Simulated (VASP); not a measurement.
# Ga3Se: single point with PBEsol

The system is Ga3Se.

```
Ga Se
1.0
     4.43246    0.00000    0.00000
     0.00000    4.43246    0.00000
     0.00000    0.00000    4.43246
Ga Se
3 1
Direct
  0.00000 0.50000 0.50000
  0.50000 0.00000 0.50000
  0.50000 0.50000 0.00000
  0.00000 0.00000 0.00000
```

```
Program             : VASP 6.6.1
Task                : single point
Functional          : PBEsol
Potentials or basis : VASP PAW PBE potentials, release 64 (Ga_d, Se)
Cutoff              : 520 eV
k mesh              : 6 × 6 × 6
Occupations         : gaussian, width 0.1 eV
Spin                : no spin polarisation
```

| Item | Value |
| --- | --- |
| Pressure | -3.6 GPa |
| Band gap on the k mesh | zero (an odd number of electrons rules out a gap without spin polarisation) |

Levels at points of the mesh, in eV from the Fermi level:
| k point | band 20 | band 21 | band 22 | band 23 | band 24 | band 25 | band 26 | band 27 |
| --- | --- | --- | --- | --- | --- | --- | --- | --- |
| (0.00, 0.00, 0.00) | -3.72 | -2.84 | -2.84 | 1.61 | 1.61 | 1.61 | 4.39 | 4.39 |
| (0.50, 0.00, 0.00) | -2.78 | -2.16 | -1.04 | -0.27 | -0.27 | 1.15 | 3.98 | 4.17 |
| (0.50, 0.50, 0.00) | -2.14 | -0.81 | -0.70 | -0.70 | 1.36 | 1.65 | 1.65 | 1.85 |
| (0.50, 0.50, 0.50) | -4.87 | -4.87 | -4.87 | -3.49 | 3.97 | 3.97 | 3.97 | 8.52 |

It took 69 s on 1 thread of Intel Xeon 8259CL, with other jobs on the host, peak memory 0.22 GiB.

Caveat: the cell stands under tension; the PAW data sets were made with another functional, which shifts forces and pressure a little.
